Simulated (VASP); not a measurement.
# AgCl (Imm2) in VASP: a series of runs

AgCl is run at these levels: PBE; tasks: single point.

Program: VASP 6.6.1. These are calculated values, not measurements. Logs are shortened: lines on timing, memory, paths and dates and some standing lists are left out, and cuts for length are marked.

### 1 The cell of the first run

Symmetry: Imm2, No. 44, orthorhombic system. Conventional cell: a = 3.922 Å, b = 5.546 Å, c = 3.922 Å, α = 90.00°, β = 90.00°, γ = 90.00°. Ag (site symmetry mm2) has 6 Cl at 2.72 to 2.83 Å within 3.6 Å. Within 3.6 Å of Cl (site symmetry mm2) lie 6 Ag at 2.72 to 2.83 Å.

### 2 Single point, PBE (all Cl atoms moved +0.075 Å, as atom 2 along Cartesian [1 1 0])

INCAR

```
SYSTEM = AgCl
PREC = Accurate ; ENCUT = 520
EDIFF = 1E-7 ; ISMEAR = 0
SIGMA = 0.05 ; LREAL = .FALSE.
LASPH = .TRUE. ; NELM = 80
ALGO = Normal ; ISIF = 2
LWAVE = .FALSE. ; LCHARG = .FALSE.
GGA = PE ; NBANDS = 16
```

KPOINTS

```
regular mesh
0
G
  8 8 8
  0 0 0
```

POSCAR

```
AgCl
1.0
    0.0000000000      2.7731500000      2.7731500000
    2.7731500000      0.0000000000      2.7731500000
    2.7731500000      2.7731500000      0.0000000000
Ag Cl
1 1
Direct
    0.5000000000      0.5000000000      0.5000000000
    0.0000000000      0.0000000000      0.0191237432
```

Potentials or basis: VASP PAW PBE potentials, release 64 (Ag, Cl).

Started as:

```sh
$ cat potpaw_PBE.64/Ag/POTCAR potpaw_PBE.64/Cl/POTCAR > POTCAR
$ mpirun -np 1 vasp_std > vasp.out
```

OUTCAR:

```text
SYSTEM = AgCl
   PREC = Accurate
   ENCUT = 520
   EDIFF = 1E-7
   ISMEAR = 0
   LREAL = .FALSE.
   LASPH = .TRUE.
   NELM = 80
   ISIF = 2
   GGA = PE

 ion  position               nearest neighbor table
   1  0.500  0.500  0.500-   2 2.72   2 2.72   2 2.77   2 2.77   2 2.83   2 2.83
   2  0.000  0.000  0.019-   1 2.72   1 2.72   1 2.77   1 2.77   1 2.83   1 2.83

  LATTYP: Found a face centered cubic cell.
 ALAT       =     5.5463000000

  Lattice vectors:

 A1 = (   0.0000000000,   2.7731500000,   2.7731500000)
 A2 = (   2.7731500000,   0.0000000000,   2.7731500000)
 A3 = (   2.7731500000,   2.7731500000,   0.0000000000)

Analysis of symmetry for initial positions (statically):
=====================================================================
 Subroutine PRICEL returns:
 Original cell was already a primitive cell.

 Routine SETGRP: Setting up the symmetry group for a
 face centered cubic supercell.

 Subroutine GETGRP returns: Found  4 space group operations
 (whereof  4 operations were pure point group operations)
 out of a pool of 48 trial point group operations.

The static configuration has the point symmetry C_2v.

Analysis of symmetry for dynamics (positions and initial velocities):
=====================================================================
 Subroutine PRICEL returns:
 Original cell was already a primitive cell.

 Routine SETGRP: Setting up the symmetry group for a
 face centered cubic supercell.

 Subroutine GETGRP returns: Found  4 space group operations
 (whereof  4 operations were pure point group operations)
 out of a pool of 48 trial point group operations.

The dynamic configuration has the point symmetry C_2v.

 Subroutine INISYM returns: Found  4 space group operations
 (whereof  4 operations are pure point group operations),
 and found     1 'primitive' translations

----------------------------------------------------------------------------------------

                                     Primitive cell

  volume of cell :      42.6530

  direct lattice vectors                    reciprocal lattice vectors
     0.000000000  2.773150000  2.773150000    -0.180300380  0.180300380  0.180300380
     2.773150000  0.000000000  2.773150000     0.180300380 -0.180300380  0.180300380
     2.773150000  2.773150000  0.000000000     0.180300380  0.180300380 -0.180300380

  length of vectors
     3.921826340  3.921826340  3.921826340     0.312289420  0.312289420  0.312289420

  position of ions in fractional coordinates (direct lattice)
     0.500000000  0.500000000  0.500000000
     0.000000000  0.000000000  0.019123743

  ion indices of the primitive-cell ions
   primitive index   ion index
                 1           1
                 2           2

----------------------------------------------------------------------------------------

 KPOINTS: regular mesh

Automatic generation of k-mesh.
 Grid dimensions read from file:
 generate k-points for:    8    8    8

 Generating k-lattice:

  Cartesian coordinates                     Fractional coordinates (reciprocal lattice)
    -0.022537548  0.022537548  0.022537548     0.125000000  0.000000000  0.000000000
     0.022537548 -0.022537548  0.022537548     0.000000000  0.125000000  0.000000000
     0.022537548  0.022537548 -0.022537548     0.000000000  0.000000000  0.125000000

  Length of vectors
     0.039036177  0.039036177  0.039036177

  Shift w.r.t. Gamma in fractional coordinates (k-lattice)
     0.000000000  0.000000000  0.000000000

 Subroutine IBZKPT returns following result:
 ===========================================

 Found     95 irreducible k-points:

 Following reciprocal coordinates:
            Coordinates               Weight
  0.000000  0.000000  0.000000      1.000000
  0.125000  0.000000  0.000000      4.000000
  0.000000  0.000000  0.125000      4.000000
  0.250000  0.000000  0.000000      4.000000
  0.000000  0.000000  0.250000      4.000000
  0.375000  0.000000  0.000000      4.000000
[... 16 lines left out ...]
  0.125000  0.125000 -0.375000      4.000000
 -0.375000  0.125000  0.000000      4.000000
 [... further k-points ...]
   k-points           NKPTS =     95   k-points in BZ     NKDIM =     95   number of bands    NBANDS=     16
   number of dos      NEDOS =    301   number of ions     NIONS =      2
   total plane-waves  NPLWV =  27000
   dimension x,y,z NGX =    30 NGY =   30 NGZ =   30
   dimension x,y,z NGXF=    60 NGYF=   60 NGZF=   60
   ions per type =               1   1
   NGX,Y,Z   is equivalent  to a cutoff of  12.72, 12.72, 12.72 a.u.
   NGXF,Y,Z  is equivalent  to a cutoff of  25.43, 25.43, 25.43 a.u.
 SYSTEM =  AgCl
   PREC   = accura    normal or accurate (medium, high low for compatibility)
   ISTART =      0    job   : 0-new  1-cont  2-samecut
   ICHARG =      2    charge: 1-file 2-atom 10-const
   ISPIN  =      1    spin polarized calculation?
   LNONCOLLINEAR =      F non collinear calculations
   LSORBIT =      F    spin-orbit coupling
   LASPH  =      T    aspherical Exc in radial PAW
   ENCUT  =  520.0 eV  38.22 Ry    6.18 a.u.   7.29  7.29  7.29*2*pi/ulx,y,z
   NELM   =     80;   NELMIN=  2; NELMDL= -5     # of ELM steps
   EDIFF  = 0.1E-06   stopping-criterion for ELM
   LREAL  =      F    real-space projection
   EDIFFG = 0.1E-05   stopping-criterion for IOM
   NSW    =      0    number of steps for IOM
   IBRION =     -1    ionic relax: 0-MD 1-quasi-New 2-CG
   NFREE  =      0    steps in history (QN), initial steepest desc. (CG)
   ISIF   =      2    stress and relaxation
   ISYM   =      2    0-nonsym 1-usesym 2-fastsym
   POTIM  = 0.5000    time-step for ionic-motion
   TEBEG  =    0.0;   TEEND  =   0.0 temperature during run
   PSTRESS=    0.0 pullay stress
   NELECT =      18.0000    total number of electrons
   NUPDOWN=      -1.0000    fix difference up-down
   EMIN   =  10.00;   EMAX   =-10.00  energy-range for DOS
   EFERMI =   0.00;   METHOD = LEGACY
   ISMEAR =     0;   SIGMA  =   0.05  broadening in eV -4-tet -1-fermi 0-gaus
   EFERMI_NEDOS =   21; number of points for ismear=-14 and -15
   IALGO  =     38    algorithm
   IMIX   =      4    mixing-type and parameters
     AMIX     =   0.40;   BMIX     =  1.00
     AMIX_MAG =   1.60;   BMIX_MAG =  1.00
  volume/ion in A,a.u.               =      21.33       143.92
  Fermi-wavevector in a.u.,A,eV,Ry     =   1.227955  2.320498 20.515850  1.507872
  Thomas-Fermi vector in A             =   2.362898
   LORBIT       =      0    0 simple, 1 ext, 2 COOP (PROOUT), +10 PAW based schemes
   GGA     = PE    functional components
   LHFCALC =     F    Hartree Fock is set to
   AEXX    =    0.0000 exact exchange contribution
   IVDW    =     0    specifies the selected vdW correction
   LEPSILON=     F    determine dielectric tensor
   LRPA    =     F    only Hartree local field effects (RPA)
 non-spin polarized calculation
 Gauss-broadening in eV      SIGMA  =   0.05
  energy-cutoff  :      520.00
  volume of cell :       42.65
 maximum number of plane-waves:      1174
 NGX is ok and might be reduce to    30
   NGX = 15   NGY = 15   NGZ = 15

 number of electron      18.0000005 magnetization

 Free energy of the ion-electron system (eV)
  ---------------------------------------------------
  ext. energy  EPLUGINS =         0.00000000
  ---------------------------------------------------
  free energy    TOTEN  =        -5.39126023 eV

  energy without entropy =       -5.39126023  energy(sigma->0) =       -5.39126023

 E-fermi :   4.0718     XC(G=0):  -9.9643

 val. band max:        3.8229308031   @ k =   0.0000   0.0000   0.5000
 cond. band min:       4.7281924687   @ k =   0.0000   0.0000   0.0000
 fundamental gap:      0.9052616656
 Fermi energy:         4.0718268820

 k-point     1 :       0.0000    0.0000    0.0000
  band No.  band energies     occupation
      1     -11.3342      2.00000
      2       1.2068      2.00000
      3       1.2268      2.00000
      4       1.2697      2.00000
      5       1.3761      2.00000
      6       1.4008      2.00000
[... 8 lines left out ...]
     15      17.0485      0.00000
     16      17.1345      0.00000

 k-point     2 :       0.1250    0.0000    0.0000
  band No.  band energies     occupation
      1     -11.2744      2.00000
      2       0.5488      2.00000
      3       0.7081      2.00000
      4       0.8190      2.00000
      5       1.4253      2.00000
      6       1.4280      2.00000
[... 8 lines left out ...]
     15      15.8706      0.00000
     16      16.5815      0.00000

 k-point     3 :       0.0000    0.0000    0.1250
  band No.  band energies     occupation
      1     -11.2744      2.00000
      2       0.5979      2.00000
      3       0.6883      2.00000
      4       0.7621      2.00000
      5       1.4289      2.00000
      6       1.4305      2.00000
[... 8 lines left out ...]
     15      15.8742      0.00000
     16      16.5721      0.00000

 k-point     4 :       0.2500    0.0000    0.0000
  band No.  band energies     occupation
      1     -11.1241      2.00000
      2      -0.3827      2.00000
      3       0.1472      2.00000
      4       0.1680      2.00000
      5       1.5525      2.00000
      6       1.5539      2.00000
[... 8 lines left out ...]
     15      16.1010      0.00000
     16      16.4576      0.00000
[... 324 lines left out ...]
 k-point    22 :       0.1250    0.0000    0.5000
  band No.  band energies     occupation
      1     -10.8928      2.00000
      2      -1.2453      2.00000
      3      -0.3369      2.00000
      4      -0.2477      2.00000
      5       1.6808      2.00000
      6       1.7567      2.00000
[... 8 lines left out ...]
     15      17.7151      0.00000
     16      18.4628      0.00000

 k-point    23 :       0.1250    0.1250   -0.3750
  band No.  band energies     occupation
      1     -10.8928      2.00000
      2      -1.2451      2.00000
      3      -0.3257      2.00000
      4      -0.2612      2.00000
      5       1.6828      2.00000
      6       1.7562      2.00000
[... 8 lines left out ...]
     15      17.7017      0.00000
     16      18.4644      0.00000

 k-point    24 :      -0.3750    0.1250    0.0000
  band No.  band energies     occupation
      1     -10.9130      2.00000
      2      -1.1945      2.00000
      3      -0.3038      2.00000
      4      -0.1887      2.00000
      5       1.6925      2.00000
      6       1.7226      2.00000
[... 8 lines left out ...]
     15      17.5890      0.00000
     16      18.0899      0.00000

 [... further k-points ...]
[... 5 lines left out ...]
  --------------------------------------------------------------------------------------
  -------------------------------------------------------------------------------------
  Total        0.4269166      0.4269166      0.3918838     -0.0117438      0.0000000      0.0000000
  in kB       16.0362763     16.0362763     14.7203389     -0.4411335      0.0000000      0.0000000
  external PRESSURE =      15.5976305 kB  Pullay stress =       0.0000000 kB

 VOLUME and BASIS-vectors are now :
 -----------------------------------------------------------------------------
  energy-cutoff  :      520.00
  volume of cell :       42.65
      direct lattice vectors                 reciprocal lattice vectors
     0.000000000  2.773150000  2.773150000    -0.180300380  0.180300380  0.180300380
     2.773150000  0.000000000  2.773150000     0.180300380 -0.180300380  0.180300380
     2.773150000  2.773150000  0.000000000     0.180300380  0.180300380 -0.180300380

 POSITION                                       TOTAL-FORCE (eV/Angst)
 -----------------------------------------------------------------------------------
      2.77315      2.77315      2.77315         0.060132      0.060132      0.000000
      0.05303      0.05303      0.00000        -0.060132     -0.060132     -0.000000
 -----------------------------------------------------------------------------------
    total drift:                                0.000024      0.000024     -0.000000

  FREE ENERGIE OF THE ION-ELECTRON SYSTEM (eV)
  ---------------------------------------------------
  free  energy   TOTEN  =        -5.3912602275 eV

  energy  without entropy=       -5.3912602275  energy(sigma->0) =       -5.39126023
```

It took 57 s on 1 thread of Intel Xeon 6975P-C, shared host; peak memory 0.21 GiB.

Results:

| Item | Value |
| --- | --- |
| Free energy | -5.3913 eV |
| Pressure | 1.6 GPa |
| Largest force | 0.085 eV/Å |
| Band gap on the k mesh | 0.91 eV, indirect (least direct gap 3.02 eV) |

Forces on the atoms (eV/Å):
```
Ag   0.060  0.060  0.000
Cl  -0.060 -0.060  0.000
```

Stress tensor (GPa, compression positive):
```
 1.60 -0.04  0.00
-0.04  1.60  0.00
 0.00  0.00  1.47
```

Caveat: the cell differs from its parent crystal (all Cl atoms moved +0.075 Å, as atom 2 along Cartesian [1 1 0]). A k mesh can miss the band edges.

### 3 Single point, PBE (all Cl atoms moved +0.025 Å, as atom 2 along Cartesian [1 1 0])

INCAR

```
SYSTEM = AgCl
PREC     = Accurate       ! precision mode
ENCUT    = 520            ! plane-wave cutoff, eV
EDIFF    = 1E-6           ! SCF threshold, eV
ISMEAR   = 0              ! smearing method
SIGMA    = 0.05           ! smearing width, eV
LREAL    = .False.        ! projectors in reciprocal space
LASPH    = .True.         ! aspherical terms in the spheres
NELM     = 60             ! most SCF steps
ALGO     = Normal         ! electronic algorithm
ISIF     = 2              ! what is computed and relaxed
LWAVE    = .False.        ! write WAVECAR
LCHARG   = .False.        ! write CHGCAR
GGA      = PE             ! functional
NBANDS   = 16             ! bands
```

KPOINTS

```
regular mesh
0
Gamma
  8 8 8
  0 0 0
```

Changes to POSCAR since step 2:

```diff
@@ -9,2 +9,2 @@
     0.5000000000      0.5000000000      0.5000000000
-    0.0000000000      0.0000000000      0.0191237432
+    0.0000000000      0.0000000000      0.0063745811
```

Potentials or basis: VASP PAW PBE potentials, release 64 (Ag, Cl).

Started as:

```sh
$ cat potpaw_PBE.64/Ag/POTCAR potpaw_PBE.64/Cl/POTCAR > POTCAR
$ mpirun -np 1 vasp_std > vasp.out
```

Run time: 63 s. Hardware: 1 thread of Intel Xeon 6975P-C, shared host; peak memory 0.21 GiB.

The run converged. Its results:

* Free energy: -5.3941 eV
* Pressure: 1.5 GPa
* Largest force: 0.028 eV/Å
* Band gap on the k mesh: 0.91 eV, indirect (least direct gap 3.17 eV)

Forces in eV/Å, atoms in the order of the input:
```
Ag   0.020  0.020  0.000
Cl  -0.020 -0.020  0.000
```

Levels at points of the mesh, in eV from the valence-band top:
```
           k point  band 7  band 8  band 9  band 10  band 11  band 12
(0.00, 0.00, 0.00)   -2.30   -2.29   -2.27     0.91    10.85    10.85
(0.50, 0.00, 0.00)   -1.76    0.00    0.00     4.24     6.53     7.67
(0.00, 0.00, 0.50)   -1.76    0.00    0.00     4.24     6.53     7.67
(0.50, 0.50, 0.00)   -1.95   -1.95   -1.87     2.38     8.02     8.63
(0.00, 0.50, 0.50)   -1.95   -1.95   -1.87     2.38     8.02     8.63
```

Caveat: the cell differs from its parent crystal (all Cl atoms moved +0.025 Å, as atom 2 along Cartesian [1 1 0]). A k mesh can miss the band edges.
